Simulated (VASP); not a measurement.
Crystal: Ti.

```xyz
1
Lattice="0.0000 2.0668 2.0668 2.0668 0.0000 2.0668 2.0668 2.0668 0.0000" Properties=species:S:1:pos:R:3 pbc="T T T"
Ti    0.0000    0.0000    0.0000
```

- Program: VASP 6.6.1
- Task: relaxation of cell and atoms
- Functional: LDA
- Potentials or basis: VASP PAW LDA potentials, release 64 (Ti_sv)
- Cutoff: 600 eV
- k mesh: 13 × 13 × 13
- Occupations: fermi-dirac, width 0.1 eV
- Spin: no spin polarisation

At the start: pressure -9.8 GPa; volume 17.66 Å³/atom.

Task: How do energy, volume and symmetry change on relaxing?

Result: Over 3 steps the energy falls by 53.7 meV/atom and the volume is 16.04 Å³/atom (-9.2 %); space group Fm-3m (No. 225, to 0.05 Å).

Step by step:
```csv
step,energy change (eV),largest force (eV/Å),pressure (GPa),volume (Å³)
1,0.0000,0.0000,-9.79,17.66
2,-0.0284,0.0000,8.54,15.04
3,-0.0537,0.0000,0.03,16.04
```

Final structure:
```
Ti
1.0
     0.00000    2.00157    2.00157
     2.00157    0.00000    2.00157
     2.00157    2.00157    0.00000
Ti
1
Cartesian
  0.0000 0.0000 0.0000
```
